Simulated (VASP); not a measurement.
# Ti3Al (P3m1) in VASP: single point with PBEsol

Aim: the single point of Ti3Al with PBEsol.

Program: VASP 6.6.1. These are calculated values, not measurements. Logs are shortened: lines on timing, memory, paths and dates and some standing lists are left out, and cuts for length are marked.

### Step 1. The cell of the first run

Symmetry: P3m1, No. 156, trigonal system. Conventional cell: a = 2.778 Å, b = 2.778 Å, c = 9.585 Å, α = 90.00°, β = 90.00°, γ = 120.00°. Ti (site symmetry 3m) has 12 Ti at 2.78 to 2.98 Å within 3.7 Å. Ti (site symmetry 3m) has 3 Al at 2.67 Å and 9 Ti at 2.78 to 2.93 Å within 3.5 Å. Within 3.7 Å of Ti (site symmetry 3m) lie 9 Ti at 2.78 to 2.98 Å and 3 Al at 2.95 Å. Al (site symmetry 3m) has 6 Ti at 2.67 to 2.95 Å and 6 Al at 2.78 Å within 3.5 Å.

### Step 2. Single point, PBEsol (strained and its atoms moved)

File INCAR:

```
PREC = Accurate
ENCUT = 520
EDIFF = 1E-6
ISMEAR = 0
SIGMA = 0.1
LREAL = False
LASPH = True
NELM = 60
ALGO = Fast
ISIF = 2
LWAVE = False
LCHARG = False
GGA = PS
NBANDS = 28
```

File KPOINTS:

```
Automatic mesh
0
Gamma
  15 15 4
```

File POSCAR:

```
Ti3Al
1.0
    2.7777106119      0.0000000000      0.0000000000
   -1.3888553059      2.4055679543      0.0000000000
    0.0000000000      0.0000000000      9.5845293728
Ti Al
3 1
Direct
    0.6666666700      0.3333333300     -0.0066901889
    0.3333333300      0.6666666700      0.7368890496
    0.3333333300      0.6666666700      0.2557742164
    0.6666666700      0.3333333300      0.5140269229
```

Potentials or basis: VASP PAW PBE potentials, release 64 (Ti_sv, Al).

On the command line:

```
$ cat potpaw_PBE.64/Ti_sv/POTCAR potpaw_PBE.64/Al/POTCAR > POTCAR
$ mpirun -np 1 vasp_std > vasp.out
```

OUTCAR:

```text
PREC = Accurate
   ENCUT = 520
   EDIFF = 1E-6
   ISMEAR = 0
   LREAL = False
   LASPH = True
   NELM = 60
   ISIF = 2
   GGA = PS

 ion  position               nearest neighbor table
   1  0.667  0.333  0.993-
   2  0.333  0.667  0.737-   4 2.67   4 2.67   4 2.67
   3  0.333  0.667  0.256-   4 2.95   4 2.95   4 2.95
   4  0.667  0.333  0.514-   2 2.67   2 2.67   2 2.67   3 2.95   3 2.95   3 2.95

  LATTYP: Found a hexagonal cell.
 ALAT       =     2.7777106119
 C/A-ratio  =     3.4505140067

  Lattice vectors:

 A1 = (   2.7777106119,   0.0000000000,   0.0000000000)
 A2 = (  -1.3888553059,   2.4055679543,   0.0000000000)
 A3 = (   0.0000000000,   0.0000000000,   9.5845293728)

Analysis of symmetry for initial positions (statically):
=====================================================================
 Subroutine PRICEL returns:
 Original cell was already a primitive cell.

 Routine SETGRP: Setting up the symmetry group for a
 hexagonal supercell.

 Subroutine GETGRP returns: Found  6 space group operations
 (whereof  6 operations were pure point group operations)
 out of a pool of 24 trial point group operations.

The static configuration has the point symmetry C_3v.

Analysis of symmetry for dynamics (positions and initial velocities):
=====================================================================
 Subroutine PRICEL returns:
 Original cell was already a primitive cell.

 Routine SETGRP: Setting up the symmetry group for a
 hexagonal supercell.

 Subroutine GETGRP returns: Found  6 space group operations
 (whereof  6 operations were pure point group operations)
 out of a pool of 24 trial point group operations.

The dynamic configuration has the point symmetry C_3v.

 Subroutine INISYM returns: Found  6 space group operations
 (whereof  6 operations are pure point group operations),
 and found     1 'primitive' translations

----------------------------------------------------------------------------------------

                                     Primitive cell

  volume of cell :      64.0436

  direct lattice vectors                    reciprocal lattice vectors
     2.777710612  0.000000000  0.000000000     0.360008705  0.207851123  0.000000000
    -1.388855306  2.405567954  0.000000000     0.000000000  0.415702245  0.000000000
     0.000000000  0.000000000  9.584529373     0.000000000  0.000000000  0.104334805

  length of vectors
     2.777710612  2.777710612  9.584529373     0.415702245  0.415702245  0.104334805

  position of ions in fractional coordinates (direct lattice)
     0.666666670  0.333333330  0.993309811
     0.333333330  0.666666670  0.736889050
     0.333333330  0.666666670  0.255774216
     0.666666670  0.333333330  0.514026923

  ion indices of the primitive-cell ions
   primitive index   ion index
                 1           1
                 2           2
                 3           3
                 4           4

----------------------------------------------------------------------------------------

 KPOINTS: Automatic mesh

Automatic generation of k-mesh.
 Grid dimensions read from file:
 generate k-points for:   15   15    4

 Generating k-lattice:

  Cartesian coordinates                     Fractional coordinates (reciprocal lattice)
     0.024000580  0.013856742  0.000000000     0.066666667  0.000000000  0.000000000
     0.000000000  0.027713483  0.000000000     0.000000000  0.066666667  0.000000000
     0.000000000  0.000000000  0.026083701     0.000000000  0.000000000  0.250000000

  Length of vectors
     0.027713483  0.027713483  0.026083701

  Shift w.r.t. Gamma in fractional coordinates (k-lattice)
     0.000000000  0.000000000  0.000000000

 Subroutine IBZKPT returns following result:
 ===========================================

 Found    100 irreducible k-points:

 Following reciprocal coordinates:
            Coordinates               Weight
  0.000000  0.000000  0.000000      1.000000
  0.066667  0.000000  0.000000      6.000000
  0.133333  0.000000  0.000000      6.000000
  0.200000 -0.000000  0.000000      6.000000
  0.266667  0.000000  0.000000      6.000000
  0.333333  0.000000  0.000000      6.000000
[... 16 lines left out ...]
  0.333333  0.200000  0.000000     12.000000
  0.400000  0.200000  0.000000      6.000000
 [... further k-points ...]
   k-points           NKPTS =    100   k-points in BZ     NKDIM =    100   number of bands    NBANDS=     28
   number of dos      NEDOS =    301   number of ions     NIONS =      4
   total plane-waves  NPLWV =  41472
   dimension x,y,z NGX =    24 NGY =   24 NGZ =   72
   dimension x,y,z NGXF=    48 NGYF=   48 NGZF=  144
   ions per type =               3   1
   NGX,Y,Z   is equivalent  to a cutoff of  14.36, 14.36, 12.49 a.u.
   NGXF,Y,Z  is equivalent  to a cutoff of  28.73, 28.73, 24.98 a.u.
 SYSTEM =  unknown system
   PREC   = accura    normal or accurate (medium, high low for compatibility)
   ISTART =      0    job   : 0-new  1-cont  2-samecut
   ICHARG =      2    charge: 1-file 2-atom 10-const
   ISPIN  =      1    spin polarized calculation?
   LNONCOLLINEAR =      F non collinear calculations
   LSORBIT =      F    spin-orbit coupling
   LASPH  =      T    aspherical Exc in radial PAW
   ENCUT  =  520.0 eV  38.22 Ry    6.18 a.u.   5.16  5.16 17.82*2*pi/ulx,y,z
   NELM   =     60;   NELMIN=  2; NELMDL= -5     # of ELM steps
   EDIFF  = 0.1E-05   stopping-criterion for ELM
   LREAL  =      F    real-space projection
   EDIFFG = 0.1E-04   stopping-criterion for IOM
   NSW    =      0    number of steps for IOM
   IBRION =     -1    ionic relax: 0-MD 1-quasi-New 2-CG
   NFREE  =      0    steps in history (QN), initial steepest desc. (CG)
   ISIF   =      2    stress and relaxation
   ISYM   =      2    0-nonsym 1-usesym 2-fastsym
   POTIM  = 0.5000    time-step for ionic-motion
   TEBEG  =    0.0;   TEEND  =   0.0 temperature during run
   PSTRESS=    0.0 pullay stress
   NELECT =      39.0000    total number of electrons
   NUPDOWN=      -1.0000    fix difference up-down
   EMIN   =  10.00;   EMAX   =-10.00  energy-range for DOS
   EFERMI =   0.00;   METHOD = LEGACY
   ISMEAR =     0;   SIGMA  =   0.10  broadening in eV -4-tet -1-fermi 0-gaus
   EFERMI_NEDOS =   21; number of points for ismear=-14 and -15
   IALGO  =     68    algorithm
   IMIX   =      4    mixing-type and parameters
     AMIX     =   0.40;   BMIX     =  1.00
     AMIX_MAG =   1.60;   BMIX_MAG =  1.00
  volume/ion in A,a.u.               =      16.01       108.05
  Fermi-wavevector in a.u.,A,eV,Ry     =   1.387622  2.622226 26.197953  1.925495
  Thomas-Fermi vector in A             =   2.511826
   LORBIT       =      0    0 simple, 1 ext, 2 COOP (PROOUT), +10 PAW based schemes
   GGA     = PS    functional components
   LHFCALC =     F    Hartree Fock is set to
   AEXX    =    0.0000 exact exchange contribution
   IVDW    =     0    specifies the selected vdW correction
   LEPSILON=     F    determine dielectric tensor
   LRPA    =     F    only Hartree local field effects (RPA)
 non-spin polarized calculation
 RMM-DIIS sequential band-by-band and
 Gauss-broadening in eV      SIGMA  =   0.10
  energy-cutoff  :      520.00
  volume of cell :       64.04
 maximum number of plane-waves:      1742
 NGX is ok and might be reduce to    24
   NGX = 11   NGY = 11   NGZ = 35

 number of electron      38.9999988 magnetization

 Free energy of the ion-electron system (eV)
  ---------------------------------------------------
  ext. energy  EPLUGINS =         0.00000000
  ---------------------------------------------------
  free energy    TOTEN  =       -29.30817203 eV

  energy without entropy =      -29.28082422  energy(sigma->0) =      -29.29449812

 E-fermi :   8.5977     XC(G=0): -11.6085

 val. band max:        8.5912575186   @ k =   0.2000   0.0667   0.5000
 cond. band min:       8.5993443569   @ k =   0.2000   0.1333   0.5000
 fundamental gap:      0.0080868383
 Fermi energy:         8.5977213784

 k-point     1 :       0.0000    0.0000    0.0000
  band No.  band energies     occupation
      1     -47.7833      2.00000
      2     -47.7319      2.00000
      3     -47.5822      2.00000
      4     -24.3454      2.00000
      5     -24.0954      2.00000
      6     -23.8769      2.00000
[... 20 lines left out ...]
     27      11.2484      0.00000
     28      11.6420      0.00000

 k-point     2 :       0.0667    0.0000    0.0000
  band No.  band energies     occupation
      1     -47.7768      2.00000
      2     -47.7263      2.00000
      3     -47.5763      2.00000
      4     -24.3362      2.00000
      5     -24.0913      2.00000
      6     -23.8767      2.00000
[... 20 lines left out ...]
     27      11.1888      0.00000
     28      11.5249      0.00000

 k-point     3 :       0.1333    0.0000    0.0000
  band No.  band energies     occupation
      1     -47.7585      2.00000
      2     -47.7105      2.00000
      3     -47.5597      2.00000
      4     -24.3101      2.00000
      5     -24.0818      2.00000
      6     -23.8797      2.00000
[... 20 lines left out ...]
     27      11.0424      0.00000
     28      11.2523      0.00000

 k-point     4 :       0.2000   -0.0000    0.0000
  band No.  band energies     occupation
      1     -47.7312      2.00000
      2     -47.6871      2.00000
      3     -47.5351      2.00000
      4     -24.2718      2.00000
      5     -24.0814      2.00000
      6     -23.9314      2.00000
[... 578 lines left out ...]
     27      11.3910      0.00000
     28      11.7639      0.00000

 k-point    23 :       0.3333    0.2000    0.0000
  band No.  band energies     occupation
      1     -47.6214      2.00000
      2     -47.5986      2.00000
      3     -47.4387      2.00000
      4     -24.3602      2.00000
      5     -24.3206      2.00000
      6     -24.1985      2.00000
[... 20 lines left out ...]
     27      11.4664      0.00000
     28      11.7792      0.00000

 k-point    24 :       0.4000    0.2000    0.0000
  band No.  band energies     occupation
      1     -47.6156      2.00000
      2     -47.5944      2.00000
      3     -47.4338      2.00000
      4     -24.3764      2.00000
      5     -24.3329      2.00000
      6     -24.2094      2.00000
[... 20 lines left out ...]
     27      11.4375      0.00000
     28      11.9993      0.00000

 [... further k-points ...]

------------------------ aborting loop because EDIFF is reached ----------------------------------------

  FORCE on cell =-STRESS in cart. coord.  units (eV):
  Direction    XX          YY          ZZ          XY          YZ          ZX
  --------------------------------------------------------------------------------------
  -------------------------------------------------------------------------------------
  Total        2.7576631      2.7576631     -0.5387094      0.0000000      0.0000000      0.0000000
  in kB       68.9884466     68.9884466    -13.4768921      0.0000000      0.0000000      0.0000000
  external PRESSURE =      41.5000004 kB  Pullay stress =       0.0000000 kB

 VOLUME and BASIS-vectors are now :
 -----------------------------------------------------------------------------
  energy-cutoff  :      520.00
  volume of cell :       64.04
      direct lattice vectors                 reciprocal lattice vectors
     2.777710612  0.000000000  0.000000000     0.360008705  0.207851123  0.000000000
    -1.388855306  2.405567954  0.000000000     0.000000000  0.415702245  0.000000000
     0.000000000  0.000000000  9.584529373     0.000000000  0.000000000  0.104334805

 POSITION                                       TOTAL-FORCE (eV/Angst)
 -----------------------------------------------------------------------------------
      1.38886      0.80186      9.52041        -0.000000      0.000000      0.170311
     -0.00000      1.60371      7.06273         0.000000     -0.000000      1.227945
     -0.00000      1.60371      2.45148         0.000000      0.000000      0.116278
      1.38886      0.80186      4.92671         0.000000     -0.000000     -1.514533
 -----------------------------------------------------------------------------------
    total drift:                                0.000026     -0.000015     -0.000210

  FREE ENERGIE OF THE ION-ELECTRON SYSTEM (eV)
  ---------------------------------------------------
  free  energy   TOTEN  =       -29.3081720275 eV

  energy  without entropy=      -29.2808242159  energy(sigma->0) =      -29.29449812
```

It took 10 min on 1 thread of AMD EPYC 7R13, shared host; peak memory 0.3 GiB.

What came out:

```yaml
Free_energy: -29.3082 eV
Pressure: 4.2 GPa
Largest_force: 1.515 eV/Å
Band_gap_on_the_k_mesh: zero (an odd number of electrons rules out a gap without spin polarisation)
```

Forces on the atoms (eV/Å):
```
Ti   0.000  0.000  0.170
Ti   0.000  0.000  1.228
Ti   0.000  0.000  0.116
Al   0.000  0.000 -1.515
```

Stress tensor (GPa, compression positive):
```
 6.90  0.00  0.00
 0.00  6.90  0.00
 0.00  0.00 -1.35
```

Levels at points of the mesh, in eV from the Fermi level:
```
           k point  band 18  band 19  band 20  band 21  band 22  band 23
(0.00, 0.00, 0.00)    -0.23     0.02     1.07     1.07     1.19     1.19
(0.00, 0.00, 0.50)    -0.24     0.06     1.07     1.07     1.18     1.18
```

Caveat: the cell differs from its parent crystal (strained and its atoms moved); the stress differs along the axes, from -1 to 7 GPa; the PAW data sets were made with another functional, which shifts forces and pressure a little.
